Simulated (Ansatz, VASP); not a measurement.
# C in VASP and in Ansatz

```
C
1.0
     0.00000    1.77690    1.77690
     1.77690    0.00000    1.77690
     1.77690    1.77690    0.00000
C
2
Direct
  0.50000 0.50000 0.50000
  0.75000 0.75000 0.75000
```

Alike in both runs: functional PBEsol; k mesh 12 × 12 × 12; occupations gaussian, width 0.02 eV; no spin polarisation.

Ansatz relaxed the structure, and its values are those at the end. VASP's run is a single point on that final structure, the one shown.

```csv
,VASP,Ansatz
version,VASP 6.6.1,Ansatz 0.2.0
potentials or method,"VASP PAW PBE potentials, release 64 (C), cutoff 520 eV","scalar-relativistic, plane waves, PAW"
valence electrons in the cell,8,8
```

VASP gave:

- gap on the k mesh at the Fermi level (eV): 4.06
- least direct gap on the mesh (eV): 5.57
- pressure (GPa): 1.1

Question: Estimate Ansatz's values.

Answer: gap on the k mesh at the Fermi level (eV): 4.07; least direct gap on the mesh (eV): 5.57; pressure (GPa): 0.0.

VASP's potentials were made for PBE, not for PBEsol.
